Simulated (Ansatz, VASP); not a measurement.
# Two plane-wave programs on Ru

```
CELL_PARAMETERS angstrom
5.39519 0.00000 0.00000
-2.69759 4.67237 0.00000
0.00000 0.00000 25.14943
ATOMIC_POSITIONS crystal
Ru 0.33333 0.16667 0.31810
Ru 0.33333 0.66667 0.31810
Ru 0.83333 0.16667 0.31810
Ru 0.83333 0.66667 0.31810
Ru 0.16667 0.33333 0.40291
Ru 0.16667 0.83333 0.40291
Ru 0.66667 0.33333 0.40291
Ru 0.66667 0.83333 0.40291
Ru 0.33437 0.16876 0.48817
Ru 0.33436 0.66563 0.48817
Ru 0.83333 0.16666 0.48727
Ru 0.83121 0.66561 0.48816
Ru 0.17074 0.33540 0.57028
Ru 0.16663 0.83334 0.57459
Ru 0.66456 0.33540 0.57028
Ru 0.66456 0.82921 0.57028
```

Alike in both runs: task single point; functional PBE; dispersion D3(BJ); k mesh 4 × 4 × 1; occupations gaussian, width 0.1 eV; no spin polarisation.

```csv
,VASP,Ansatz
version,VASP 6.6.1,Ansatz 0.2.0
potentials or method,"VASP PAW PBE potentials, release 64 (Ru_pv), cutoff 520 eV","scalar-relativistic, plane waves, PAW"
valence electrons in the cell,224,256
```

|  | VASP | Ansatz | Ansatz less VASP |
| --- | --- | --- | --- |
| gap on the k mesh at the Fermi level (eV) | none | none | - |
| rms of the force components (eV/Å) | 0.333 | 0.333 | +0.0006 |

Atom by atom the forces differ by 0.004 eV/Å (rms over components). A gap of «none» marks a metal or a gap that the smearing closes. VASP's potentials hold 224 valence electrons a cell and Ansatz's 256, so a difference there can come from the potentials and not from the codes. Ansatz's warnings: near symmetry operation missed by atoms.
